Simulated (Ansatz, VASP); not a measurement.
WS2: VASP beside Ansatz

Contents of INCAR:

```
ALGO     = Normal         # electronic algorithm
DIPOL    = 0.5 0.5 0.500
EDIFF    = 1E-6           # SCF threshold, eV
ENCUT    = 520            # plane-wave cutoff, eV
GGA      = PE             # functional
IDIPOL   = 3            
ISIF     = 2              # what is computed and relaxed
ISMEAR   = 0              # smearing method
IVDW     = 12             # dispersion correction
LASPH    = T              # aspherical terms in the spheres
LCHARG   = F              # write CHGCAR
LDIPOL   = T            
LREAL    = F              # projectors in reciprocal space
LWAVE    = F              # write WAVECAR
NBANDS   = 20             # bands
NELM     = 60             # most SCF steps
PREC     = Accurate       # precision mode
SIGMA    = 0.02           # smearing width, eV
```

The input KPOINTS:

```
k-points
0
Gamma
  12 12 1
```

The input POSCAR:

```
WS2
1.0
    3.0330000000      0.0000000000      0.0000000000
   -1.5165000000      2.6266550497      0.0000000000
    0.0000000000      0.0000000000     32.2910878415
S W
2 1
Direct
    0.3333333333      0.6666666667      0.4512000864
    0.3333333333      0.6666666667      0.5488121587
    0.6666666667      0.3333333333      0.5000061202
```

Input for Ansatz:

```yaml
crystal:
  lattice:
    - [3.033, 0.0, 0.0]
    - [-1.5165, 2.6266550497, 0.0]
    - [0.0, 0.0, 32.2910878415]
  atoms:
    - { symbol: S, position: [0.3333333333, 0.6666666667, 0.4512000864] }
    - { symbol: W, position: [0.6666666667, 0.3333333333, 0.5000061202] }
    - { symbol: S, position: [0.3333333333, 0.6666666667, 0.5488121587] }
  periodic: [true, true, false]
basis:
  ecutwfc: 420
kpoints:
  mp_grid: { grid: [12, 12, 1] }
hamiltonian:
  xc: pbe
  pseudopotentials: { kind: paw, azcp: { folder: soft_1 } }
  dispersion: d3bj
scf:
  occupations: { method: gaussian, width: 0.02 }
output:
  forces: true
  stress: true
  eigenvalues: true
```

Alike in both runs: task single point; functional PBE; dispersion D3(BJ); k mesh 12 × 12 × 1; occupations gaussian, width 0.02 eV; no spin polarisation.

|  | VASP | Ansatz |
| --- | --- | --- |
| version | VASP 6.6.1 | Ansatz 0.2.0 |
| potentials or method | VASP PAW PBE potentials, release 64 (S, W_sv), cutoff 520 eV | scalar-relativistic, plane waves, PAW |
| valence electrons in the cell | 26 | 26 |

```tsv
	VASP	Ansatz	Ansatz less VASP
gap on the k mesh at the Fermi level (eV)	1.93	1.94	+0.002
least direct gap on the mesh (eV)	2.45	2.45	-0.004
rms of the force components (eV/Å)	0.492	0.492	-0.0005
```

Spin-orbit coupling is off throughout.
